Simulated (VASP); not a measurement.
# Ti4S in VASP: relaxation of the atoms with PBE

Aim: the relaxation of the atoms of Ti4S with PBE.

Program: VASP 6.6.1. These are calculated values, not measurements. Logs are shortened: lines on timing, memory, paths and dates and some standing lists are left out, and cuts for length are marked.

### 1 The cell of the first run

The cell holds a slab with vacuum, 5 atoms: a = 2.908 Å, b = 4.112 Å, c = 19.654 Å, α = 90.00°, β = 90.00°, γ = 90.00°.

### 2 Relaxation of the atoms, PBE

INCAR reads:

```
SYSTEM = Ti4S
  PREC = Accurate
  ENCUT = 520
  EDIFF = 1E-7
  ISMEAR = 0
  SIGMA = 0.1
  LREAL = .FALSE.
  LASPH = .TRUE.
  NELM = 80
  ALGO = Fast
  ISIF = 2
  LWAVE = .FALSE.
  LCHARG = .FALSE.
  LDIPOL = .TRUE.
  IDIPOL = 3
  DIPOL = 0.5 0.5 0.353
  GGA = PE
  IBRION = 2
  NSW = 36
  EDIFFG = -0.025
```

KPOINTS reads:

```
Automatic mesh
0
G
  9 7 1
  0 0 0
```

POSCAR reads:

```
Ti4S
1.0
    2.9075446931      0.0000000000      0.0000000000
    0.0000000000      4.1118891382      0.0000000000
    0.0000000000      0.0000000000     19.6535692527
Ti S
4 1
Selective dynamics
Direct
    0.5000000000      0.5000000000      0.2035253723  F F F
    0.0000000000      0.0000000000      0.2774952618  F F F
    0.5000000000      0.5000000000      0.3439484692  F F F
    0.0000000000      0.0000000000      0.4148645545  F F F
    0.0000000000      0.1000000000      0.5248983625  F F T
```

Potentials or basis: VASP PAW PBE potentials, release 64 (Ti_sv, S).

Started as:

```bash
$ cat potpaw_PBE.64/Ti_sv/POTCAR potpaw_PBE.64/S/POTCAR > POTCAR
$ mpirun -np 1 vasp_std > vasp.out
```

OUTCAR:

```text
SYSTEM = Ti4S
   PREC = Accurate
   ENCUT = 520
   EDIFF = 1E-7
   ISMEAR = 0
   LREAL = .FALSE.
   LASPH = .TRUE.
   NELM = 80
   ISIF = 2
   GGA = PE
   IBRION = 2
   NSW = 36
   EDIFFG = -0.025

 ion  position               nearest neighbor table
   1  0.500  0.500  0.204-   3 2.76   2 2.91   2 2.91   2 2.91   2 2.91
   2  0.000  0.000  0.277-   4 2.70   3 2.84   3 2.84   3 2.84   3 2.84   1 2.91   1 2.91   1 2.91
                             1 2.91
   3  0.500  0.500  0.344-   1 2.76   2 2.84   2 2.84   2 2.84   2 2.84   4 2.88   4 2.88   4 2.88
                             4 2.88
   4  0.000  0.000  0.415-   5 2.20   2 2.70   3 2.88   3 2.88   3 2.88   3 2.88
   5  0.000  0.100  0.525-   4 2.20

  LATTYP: Found a simple orthorhombic cell.
 ALAT       =     2.9075446931
 B/A-ratio  =     1.4142135624
 C/A-ratio  =     6.7595071881

  Lattice vectors:

 A1 = (   2.9075446931,   0.0000000000,   0.0000000000)
 A2 = (   0.0000000000,   4.1118891382,   0.0000000000)
 A3 = (   0.0000000000,   0.0000000000,  19.6535692527)

Analysis of symmetry for initial positions (statically):
=====================================================================
 Subroutine PRICEL returns:
 Original cell was already a primitive cell.

 Routine SETGRP: Setting up the symmetry group for a
 simple orthorhombic supercell.

 Subroutine GETGRP returns: Found  2 space group operations
 (whereof  2 operations were pure point group operations)
 out of a pool of  8 trial point group operations.

The static configuration has the point symmetry C_1h.

Analysis of symmetry for dynamics (positions and initial velocities):
=====================================================================
 Subroutine PRICEL returns:
 Original cell was already a primitive cell.

 Routine SETGRP: Setting up the symmetry group for a
 simple orthorhombic supercell.

 Subroutine GETGRP returns: Found  2 space group operations
 (whereof  2 operations were pure point group operations)
 out of a pool of  8 trial point group operations.

The dynamic configuration has the point symmetry C_1h.

Analysis of constrained symmetry for selective dynamics:
[... 142 lines left out ...]
   LRPA    =     F    only Hartree local field effects (RPA)
 conjugate gradient relaxation of ions
 non-spin polarized calculation
 RMM-DIIS sequential band-by-band and
 Gauss-broadening in eV      SIGMA  =   0.10
  energy-cutoff  :      520.00
  volume of cell :      234.97
 maximum number of plane-waves:      6369
 NGX is ok and might be reduce to    24
   NGX = 11   NGY = 15   NGZ = 73

 dipolmoment           0.000000      0.000000     -0.183262 electrons x Angstroem

--------------------------------------- Ionic step        1  -------------------------------------------

 number of electron      54.0000013 magnetization

 Free energy of the ion-electron system (eV)
  ---------------------------------------------------
  ext. energy  EPLUGINS =         0.00000000
  ---------------------------------------------------
  free energy    TOTEN  =       -33.26002760 eV

  energy without entropy =      -33.21914503  energy(sigma->0) =      -33.23958632

------------------------ aborting loop EDIFF was not reached (unconverged)  ----------------------------

  FORCE on cell =-STRESS in cart. coord.  units (eV):
  Direction    XX          YY          ZZ          XY          YZ          ZX
  --------------------------------------------------------------------------------------
  -------------------------------------------------------------------------------------
  Total       -1.2560331     -2.0509915      0.1796229      0.0000000      0.3120605      0.0000000
  in kB       -8.5645086    -13.9850883      1.2247940      0.0000000      2.1278455      0.0000000
  external PRESSURE =      -7.1082676 kB  Pullay stress =       0.0000000 kB
[... 26 lines left out ...]
--------------------------------------- Ionic step        2  -------------------------------------------

 number of electron      54.0000013 magnetization

------------------------ aborting loop because EDIFF is reached ----------------------------------------

  FORCE on cell =-STRESS in cart. coord.  units (eV):
  Direction    XX          YY          ZZ          XY          YZ          ZX
  --------------------------------------------------------------------------------------
  -------------------------------------------------------------------------------------
  Total       -1.2040924     -2.2023372      0.4728270      0.0000000      0.2811627      0.0000000
  in kB       -8.2103406    -15.0170684      3.2240635      0.0000000      1.9171630      0.0000000
  external PRESSURE =      -6.6677818 kB  Pullay stress =       0.0000000 kB
[... 26 lines left out ...]
--------------------------------------- Ionic step        3  -------------------------------------------

 number of electron      54.0000013 magnetization

 dipolmoment           0.000000      0.000000      0.195537 electrons x Angstroem

 Free energy of the ion-electron system (eV)
  ---------------------------------------------------
  ext. energy  EPLUGINS =         0.00000000
  ---------------------------------------------------
  free energy    TOTEN  =       -33.26001359 eV

  energy without entropy =      -33.21903915  energy(sigma->0) =      -33.23952637

 E-fermi :  -0.1045     XC(G=0):  -5.2329

 val. band max:       -0.1113153347   @ k =   0.3333   0.1429   0.0000
 cond. band min:      -0.0907684741   @ k =   0.1111   0.4286   0.0000
 fundamental gap:      0.0205468606
 Fermi energy:        -0.1045123660

 k-point     1 :       0.0000    0.0000    0.0000
  band No.  band energies     occupation
      1     -57.1208      2.00000
      2     -56.8145      2.00000
      3     -56.7390      2.00000
      4     -56.6185      2.00000
      5     -33.5308      2.00000
      6     -33.4371      2.00000
[... 689 lines left out ...]
     31       0.7605      0.00000
     32       1.1700      0.00000

------------------------ aborting loop because EDIFF is reached ----------------------------------------

 vacuum level on the upper side and lower side of the slab       (xc-potential included)         1.327        -1.613

  FORCE on cell =-STRESS in cart. coord.  units (eV):
  Direction    XX          YY          ZZ          XY          YZ          ZX
  --------------------------------------------------------------------------------------
  -------------------------------------------------------------------------------------
  Total       -1.2138509     -2.2070743      0.4278321      0.0000000      0.2727882      0.0000000
  in kB       -8.2768806    -15.0493697      2.9172573      0.0000000      1.8600600      0.0000000
  external PRESSURE =      -6.8029977 kB  Pullay stress =       0.0000000 kB
[... 20 lines left out ...]
  FREE ENERGIE OF THE ION-ELECTRON SYSTEM (eV)
  ---------------------------------------------------
  free  energy   TOTEN  =       -33.2600135929 eV

  energy  without entropy=      -33.2190391542  energy(sigma->0) =      -33.23952637

 reached required accuracy - stopping structural energy minimisation

 vacuum level on the upper side and lower side of the slab         6.074         3.046
```

Wall time 20 min (1 thread of Oxide Virtual Turin-like, shared host); peak memory 0.38 GiB.

Results:

- Free energy: -33.2600 eV
- Ionic steps: 3
- Band gap on the k mesh: zero (bands 27 and 28 overlap by 0.77 eV)

Final structure:
```yaml
crystal:
  lattice:
    - [2.90754, 0.00000, 0.00000]
    - [0.00000, 4.11189, 0.00000]
    - [0.00000, 0.00000, 19.65357]
  atoms:
    - { symbol: Ti, position: [0.50000, 0.50000, 0.20353] }
    - { symbol: Ti, position: [0.00000, 0.00000, 0.27750] }
    - { symbol: Ti, position: [0.50000, 0.50000, 0.34395] }
    - { symbol: Ti, position: [0.00000, 0.00000, 0.41486] }
    - { symbol: S, position: [0.00000, 0.10000, 0.52520] }
```
